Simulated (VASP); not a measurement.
# Zn (P6_3/mmc) in VASP: a series of runs

Runs on Zn. Level: PBE. Tasks: relaxation of cell and atoms.

All numbers are computed with VASP 6.6.1; they aren't measurements. Logs are shortened: lines on timing, memory, paths and dates and some standing lists are left out, and cuts for length are marked.

**1. The cell of the first run**

It takes space group P6_3/mmc (No. 194, hexagonal). Conventional cell: a = 2.669 Å, b = 2.669 Å, c = 4.935 Å, α = 90.00°, β = 90.00°, γ = 120.00°. Within 3.5 Å of Zn (site symmetry -6m2) lie 12 Zn at 2.67 to 2.91 Å.

**2. Relaxation of cell and atoms, PBE, target pressure -0.51 GPa, at which the enthalpy is minimised**

INCAR

```
ALGO = Normal
EDIFF = 1E-6
EDIFFG = -0.005
ENCUT = 600
GGA = PE
IBRION = 2
ISIF = 3
ISMEAR = -1
LASPH = T
LCHARG = F
LREAL = F
LWAVE = F
NELM = 100
NSW = 32
PREC = Accurate
PSTRESS = -5.1
SIGMA = 0.1
```

KPOINTS

```
k-points
0
Gamma
  16 16 9
```

POSCAR

```
Zn
1.0
    2.6686296908      0.0000000000      0.0000000000
   -1.3343148454      2.3111011055      0.0000000000
    0.0000000000      0.0000000000      4.9352405036
Zn
2
Direct
    0.3333333333      0.6666666667      0.2500000000
    0.6666666667      0.3333333333      0.7500000000
```

Potentials or basis: VASP PAW PBE potentials, release 64 (Zn).

On the command line:

```
$ cat potpaw_PBE.64/Zn/POTCAR > POTCAR
$ mpirun -np 1 vasp_std > vasp.out
```

OUTCAR:

```text
EDIFF = 1E-6
   EDIFFG = -0.005
   ENCUT = 600
   GGA = PE
   IBRION = 2
   ISIF = 3
   ISMEAR = -1
   LASPH = T
   LREAL = F
   NELM = 100
   NSW = 32
   PREC = Accurate
   PSTRESS = -5.1

 ion  position               nearest neighbor table
   1  0.333  0.667  0.250-   2 2.91   2 2.91   2 2.91   2 2.91   2 2.91   2 2.91
   2  0.667  0.333  0.750-   1 2.91   1 2.91   1 2.91   1 2.91   1 2.91   1 2.91

  LATTYP: Found a hexagonal cell.
 ALAT       =     2.6686296908
 C/A-ratio  =     1.8493538165

  Lattice vectors:

 A1 = (   2.6686296908,   0.0000000000,   0.0000000000)
 A2 = (  -1.3343148454,   2.3111011055,   0.0000000000)
 A3 = (   0.0000000000,   0.0000000000,   4.9352405036)

Analysis of symmetry for initial positions (statically):
=====================================================================
 Subroutine PRICEL returns:
 Original cell was already a primitive cell.

 Routine SETGRP: Setting up the symmetry group for a
 hexagonal supercell.

 Subroutine GETGRP returns: Found 24 space group operations
 (whereof 12 operations were pure point group operations)
 out of a pool of 24 trial point group operations.

The static configuration has the point symmetry D_3d.
 The point group associated with its full space group is D_6h.

Analysis of symmetry for dynamics (positions and initial velocities):
=====================================================================
 Subroutine PRICEL returns:
 Original cell was already a primitive cell.

 Routine SETGRP: Setting up the symmetry group for a
 hexagonal supercell.

 Subroutine GETGRP returns: Found 24 space group operations
 (whereof 12 operations were pure point group operations)
 out of a pool of 24 trial point group operations.

The dynamic configuration has the point symmetry D_3d.
 The point group associated with its full space group is D_6h.

 Subroutine INISYM returns: Found 24 space group operations
 (whereof 12 operations are pure point group operations),
 and found     1 'primitive' translations

----------------------------------------------------------------------------------------

                                     Primitive cell

  volume of cell :      30.4380

  direct lattice vectors                    reciprocal lattice vectors
     2.668629691  0.000000000  0.000000000     0.374724153  0.216347090  0.000000000
    -1.334314845  2.311101106  0.000000000     0.000000000  0.432694181  0.000000000
     0.000000000  0.000000000  4.935240504     0.000000000  0.000000000  0.202624370

  length of vectors
     2.668629691  2.668629691  4.935240504     0.432694181  0.432694181  0.202624370

  position of ions in fractional coordinates (direct lattice)
     0.333333333  0.666666667  0.250000000
     0.666666667  0.333333333  0.750000000

  ion indices of the primitive-cell ions
   primitive index   ion index
                 1           1
                 2           2

----------------------------------------------------------------------------------------

 KPOINTS: k-points

Automatic generation of k-mesh.
 Grid dimensions read from file:
 generate k-points for:   16   16    9

 Generating k-lattice:

  Cartesian coordinates                     Fractional coordinates (reciprocal lattice)
     0.023420260  0.013521693  0.000000000     0.062500000 -0.000000000  0.000000000
     0.000000000  0.027043386  0.000000000     0.000000000  0.062500000  0.000000000
     0.000000000  0.000000000  0.022513819     0.000000000  0.000000000  0.111111111

  Length of vectors
     0.027043386  0.027043386  0.022513819

  Shift w.r.t. Gamma in fractional coordinates (k-lattice)
     0.000000000  0.000000000  0.000000000

 Subroutine IBZKPT returns following result:
 ===========================================

 Found    150 irreducible k-points:

 Following reciprocal coordinates:
            Coordinates               Weight
  0.000000  0.000000  0.000000      1.000000
  0.062500 -0.000000  0.000000      6.000000
  0.125000 -0.000000  0.000000      6.000000
  0.187500 -0.000000  0.000000      6.000000
  0.250000 -0.000000  0.000000      6.000000
  0.312500 -0.000000  0.000000      6.000000
[... 16 lines left out ...]
  0.187500  0.187500  0.000000      6.000000
  0.250000  0.187500  0.000000     12.000000
 [... further k-points ...]
   k-points           NKPTS =    150   k-points in BZ     NKDIM =    150   number of bands    NBANDS=     16
   number of dos      NEDOS =    301   number of ions     NIONS =      2
   total plane-waves  NPLWV =  23040
   dimension x,y,z NGX =    24 NGY =   24 NGZ =   40
   dimension x,y,z NGXF=    48 NGYF=   48 NGZF=   80
   ions per type =               2
   NGX,Y,Z   is equivalent  to a cutoff of  14.95, 14.95, 13.47 a.u.
   NGXF,Y,Z  is equivalent  to a cutoff of  29.90, 29.90, 26.95 a.u.
 SYSTEM =  unknown system
   PREC   = accura    normal or accurate (medium, high low for compatibility)
   ISTART =      0    job   : 0-new  1-cont  2-samecut
   ICHARG =      2    charge: 1-file 2-atom 10-const
   ISPIN  =      1    spin polarized calculation?
   LNONCOLLINEAR =      F non collinear calculations
   LSORBIT =      F    spin-orbit coupling
   LASPH  =      T    aspherical Exc in radial PAW
   ENCUT  =  600.0 eV  44.10 Ry    6.64 a.u.   5.33  5.33  9.86*2*pi/ulx,y,z
   NELM   =    100;   NELMIN=  2; NELMDL= -5     # of ELM steps
   EDIFF  = 0.1E-05   stopping-criterion for ELM
   LREAL  =      F    real-space projection
   EDIFFG = -.5E-02   stopping-criterion for IOM
   NSW    =     32    number of steps for IOM
   IBRION =      2    ionic relax: 0-MD 1-quasi-New 2-CG
   NFREE  =      1    steps in history (QN), initial steepest desc. (CG)
   ISIF   =      3    stress and relaxation
   ISYM   =      2    0-nonsym 1-usesym 2-fastsym
   POTIM  = 0.5000    time-step for ionic-motion
   TEBEG  =    0.0;   TEEND  =   0.0 temperature during run
   PSTRESS=   -5.1 pullay stress
   NELECT =      24.0000    total number of electrons
   NUPDOWN=      -1.0000    fix difference up-down
   EMIN   =  10.00;   EMAX   =-10.00  energy-range for DOS
   EFERMI =   0.00;   METHOD = LEGACY
   ISMEAR =    -1;   SIGMA  =   0.10  broadening in eV -4-tet -1-fermi 0-gaus
   EFERMI_NEDOS =   21; number of points for ismear=-14 and -15
   IALGO  =     38    algorithm
   IMIX   =      4    mixing-type and parameters
     AMIX     =   0.40;   BMIX     =  1.00
     AMIX_MAG =   1.60;   BMIX_MAG =  1.00
  volume/ion in A,a.u.               =      15.22       102.70
  Fermi-wavevector in a.u.,A,eV,Ry     =   1.512423  2.858066 31.122300  2.287425
  Thomas-Fermi vector in A             =   2.622350
   LORBIT       =      0    0 simple, 1 ext, 2 COOP (PROOUT), +10 PAW based schemes
   GGA     = PE    functional components
   LHFCALC =     F    Hartree Fock is set to
   AEXX    =    0.0000 exact exchange contribution
   IVDW    =     0    specifies the selected vdW correction
   LEPSILON=     F    determine dielectric tensor
   LRPA    =     F    only Hartree local field effects (RPA)
 conjugate gradient relaxation of ions
 non-spin polarized calculation
  energy-cutoff  :      600.00
  volume of cell :       30.44
 maximum number of plane-waves:      1051
 NGX is ok and might be reduce to    24
   NGX = 11   NGY = 11   NGZ = 19

--------------------------------------- Ionic step        1  -------------------------------------------

 number of electron      23.9999998 magnetization

 Free energy of the ion-electron system (eV)
  ---------------------------------------------------
  ext. energy  EPLUGINS =         0.00000000
  ---------------------------------------------------
  free energy    TOTEN  =        -2.22683308 eV

  energy without entropy =       -2.21575691  energy(sigma->0) =       -2.22129499

------------------------ aborting loop because EDIFF is reached ----------------------------------------

  FORCE on cell =-STRESS in cart. coord.  units (eV):
  Direction    XX          YY          ZZ          XY          YZ          ZX
  --------------------------------------------------------------------------------------
  -------------------------------------------------------------------------------------
  Total       -0.0294603     -0.0294603     -0.0635066      0.0000000     -0.0000000      0.0000000
  in kB       -1.5507160     -1.5507160     -3.3428258      0.0000000     -0.0000000      0.0000000
  external PRESSURE =       2.9519141 kB  Pullay stress =      -5.1000000 kB
[... 61 lines left out ...]
  enthalpy is  TOTEN    =        -2.3238208569 eV   P V=       -0.0972828601

--------------------------------------- Ionic step        3  -------------------------------------------

 number of electron      23.9999998 magnetization

 Free energy of the ion-electron system (eV)
  ---------------------------------------------------
  ext. energy  EPLUGINS =         0.00000000
  ---------------------------------------------------
  free energy    TOTEN  =        -2.22660168 eV

  energy without entropy =       -2.21543911  energy(sigma->0) =       -2.22102039

 E-fermi :   3.0933     XC(G=0): -11.5319

 val. band max:        3.0897646033   @ k =   0.0625  -0.0000   0.2222
 cond. band min:       3.1152085077   @ k =   0.2500  -0.0000   0.1111
 fundamental gap:      0.0254439044
 Fermi energy:         3.0933260441

 k-point     1 :       0.0000    0.0000    0.0000
  band No.  band energies     occupation
      1      -7.2844      2.00000
      2      -5.4969      2.00000
      3      -4.8118      2.00000
      4      -4.5873      2.00000
      5      -4.5873      2.00000
      6      -4.5367      2.00000
[... 8 lines left out ...]
     15      20.3620      0.00000
     16      20.4123      0.00000
[... 420 lines left out ...]
  band No.  band energies     occupation
      1      -4.9652      2.00000
      2      -4.9198      2.00000
      3      -4.9007      2.00000
      4      -4.6065      2.00000
      5      -4.5942      2.00000
      6      -4.5352      2.00000
[... 8 lines left out ...]
     15       8.4682      0.00000
     16      12.4025      0.00000

 [... further k-points ...]

------------------------ aborting loop because EDIFF is reached ----------------------------------------

  FORCE on cell =-STRESS in cart. coord.  units (eV):
  Direction    XX          YY          ZZ          XY          YZ          ZX
  --------------------------------------------------------------------------------------
  -------------------------------------------------------------------------------------
  Total       -0.0957097     -0.0957097     -0.1044275      0.0000000      0.0000000      0.0000000
  in kB       -5.0207470     -5.0207470     -5.4780680      0.0000000      0.0000000      0.0000000
  external PRESSURE =      -0.0731873 kB  Pullay stress =      -5.1000000 kB
[... 17 lines left out ...]
  FREE ENERGIE OF THE ION-ELECTRON SYSTEM (eV)
  ---------------------------------------------------
  free  energy   TOTEN  =        -2.2266016755 eV

  energy  without entropy=       -2.2154391125  energy(sigma->0) =       -2.22102039

  enthalpy is  TOTEN    =        -2.3238221391 eV   P V=       -0.0972204635

 reached required accuracy - stopping structural energy minimisation
```

Run time: 4.1 min. Hardware: 1 thread of Intel Xeon 8259CL, shared host; peak memory 0.22 GiB.

Results:

```yaml
Free_energy: -2.2266 eV
Relaxed_volume: 15.27 Å³/atom
Relaxed_cell: a = 2.672 Å, b = 2.672 Å, c = 4.939 Å, α = 90.00°, β = 90.00°, γ = 120.00°
Space_group_after_relaxing_to_0.1_Å: P6_3/mmc (No. 194)
Energy_change_on_relaxing_the_run_minimises_the_enthalpy: +0.1 meV/atom
Ionic_steps: 3
Pressure_after_relaxing: -0.5 GPa
Band_gap_on_the_k_mesh: zero (bands 12 and 13 overlap by 4.29 eV)
```

Step by step:
```tsv
step	energy change (eV)	largest force (eV/Å)	pressure (GPa)	volume (Å³)
1	0.0000	0.0000	-0.21	30.44
2	0.0003	0.0000	-0.57	30.56
3	0.0002	0.0000	-0.52	30.54
```

Final structure:
```
Zn
1.0
     2.67228    0.00000    0.00000
    -1.33614    2.31426    0.00000
     0.00000    0.00000    4.93859
Zn
2
Direct
  0.33333 0.66667 0.25000
  0.66667 0.33333 0.75000
```

Levels at points of the mesh, in eV from the Fermi level:
| k point | band 8 | band 9 | band 10 | band 11 | band 12 | band 13 | band 14 | band 15 | band 16 |
| --- | --- | --- | --- | --- | --- | --- | --- | --- | --- |
| (0.00, 0.00, 0.00) | -7.31 | -7.31 | -7.10 | -7.10 | -3.60 | -3.00 | 13.72 | 17.27 | 17.32 |
| (0.50, 0.00, 0.00) | -7.11 | -6.93 | -6.91 | -2.85 | -2.20 | 2.63 | 3.52 | 4.07 | 5.69 |

Caveat: the cell is relaxed towards a set pressure, so the run minimises the enthalpy, not the energy.

**3. Relaxation of cell and atoms, PBE, target pressure -0.51 GPa, at which the enthalpy is minimised**

This run uses another cell than the first one, of 15.29 Å³/atom.

INCAR

```
PREC = Accurate ; ENCUT = 600
EDIFF = 1E-7 ; ISMEAR = -1
SIGMA = 0.1 ; LREAL = False
LASPH = True ; NELM = 80
ALGO = Normal ; ISIF = 3
LWAVE = False ; LCHARG = False
GGA = PE ; IBRION = 2
NSW = 60 ; EDIFFG = -0.005
PSTRESS = -5.1
```

KPOINTS

```
Automatic mesh
0
Gamma
  16 16 9
```

POSCAR

```
Zn
1.0
    2.7934704682      0.0000000000      0.0000000000
   -1.3967352341      2.4192163902      0.0000000000
    0.0000000000      0.0000000000      4.5254221584
Zn
2
Direct
    0.3333333333      0.6666666667      0.2500000000
    0.6666666667      0.3333333333      0.7500000000
```

Potentials or basis: VASP PAW PBE potentials, release 64 (Zn).

On the command line:

```
$ cat potpaw_PBE.64/Zn/POTCAR > POTCAR
$ mpirun -np 1 vasp_std > vasp.out
```

Run time: 28 min. Hardware: 1 thread of Intel Xeon 8259CL, shared host; peak memory 0.22 GiB.

The run converged. Its results:

* Free energy: -2.2267 eV
* Relaxed volume: 15.28 Å³/atom
* Relaxed cell: a = 2.673 Å, b = 2.673 Å, c = 4.939 Å, α = 90.00°, β = 90.00°, γ = 120.00°
* Space group after relaxing (to 0.1 Å): P6_3/mmc (No. 194)
* Energy change on relaxing (the run minimises the enthalpy): -20.3 meV/atom
* Ionic steps: 26
* Pressure after relaxing: -0.6 GPa
* Band gap on the k mesh: zero (bands 12 and 13 overlap by 4.29 eV)

Step by step:
| step | energy change (eV) | largest force (eV/Å) | pressure (GPa) | volume (Å³) |
| --- | --- | --- | --- | --- |
| 1 | 0.0000 | 0.0000 | -1.26 | 30.58 |
| 2 | -0.0027 | 0.0000 | -0.57 | 30.27 |
| 3 | -0.0040 | 0.0000 | 0.05 | 30.01 |
| 4 | -0.0055 | 0.0000 | 0.23 | 29.95 |
| 5 | -0.0111 | 0.0000 | 0.72 | 29.76 |
| 6 | -0.0230 | 0.0000 | 1.90 | 29.37 |
| 7 | -0.0078 | 0.0000 | 5.78 | 28.53 |
| 8 | -0.0267 | 0.0000 | 2.57 | 29.17 |
| 9 | -0.0271 | 0.0000 | 3.32 | 28.99 |
| 10 | -0.0274 | 0.0000 | 2.97 | 29.07 |
| 11 | -0.0280 | 0.0000 | 3.00 | 29.07 |
| 12 | -0.0291 | 0.0000 | 3.07 | 29.08 |
| 13 | -0.0293 | 0.0000 | 3.32 | 29.09 |
| 14 | -0.0296 | 0.0000 | 3.21 | 29.08 |
| 15 | -0.0307 | 0.0000 | 3.03 | 29.14 |
| 16 | -0.0338 | 0.0000 | 2.47 | 29.33 |
| 17 | -0.0383 | 0.0000 | 1.48 | 29.69 |
| 18 | -0.0409 | 0.0000 | -0.33 | 30.43 |
| 19 | -0.0407 | 0.0000 | -0.53 | 30.52 |
| 20 | -0.0406 | 0.0000 | -0.60 | 30.55 |
| 21 | -0.0406 | 0.0000 | -0.59 | 30.55 |
| 22 | -0.0406 | 0.0000 | -0.65 | 30.55 |
| 23 | -0.0406 | 0.0000 | -0.57 | 30.56 |
| 24 | -0.0406 | 0.0000 | -0.61 | 30.56 |
| 25 | -0.0406 | 0.0000 | -0.59 | 30.57 |
| 26 | -0.0406 | 0.0000 | -0.55 | 30.57 |

Final structure:
```cif
data_structure
_symmetry_space_group_name_H-M 'P 1'
_symmetry_Int_Tables_number 1
_cell_length_a 2.6732
_cell_length_b 2.6732
_cell_length_c 4.9391
_cell_angle_alpha 90.000
_cell_angle_beta 90.000
_cell_angle_gamma 120.000
_cell_volume 30.57
loop_
_atom_site_label
_atom_site_type_symbol
_atom_site_fract_x
_atom_site_fract_y
_atom_site_fract_z
_atom_site_occupancy
Zn1 Zn 0.33333 0.66667 0.25000 1
Zn2 Zn 0.66667 0.33333 0.75000 1
```

Levels at points of the mesh, in eV from the Fermi level:
| k point | band 9 | band 10 | band 11 | band 12 | band 13 | band 14 | band 15 | band 16 |
| --- | --- | --- | --- | --- | --- | --- | --- | --- |
| (0.00, 0.00, 0.00) | -7.31 | -7.10 | -7.10 | -3.60 | -3.00 | 13.72 | 17.25 | 17.25 |
| (0.50, 0.00, 0.00) | -6.93 | -6.91 | -2.85 | -2.20 | 2.63 | 3.52 | 4.07 | 5.69 |

Caveat: the cell is relaxed towards a set pressure, so the run minimises the enthalpy, not the energy.

The gap in the log of VASP goes by the Fermi energy; the results here count the filled bands.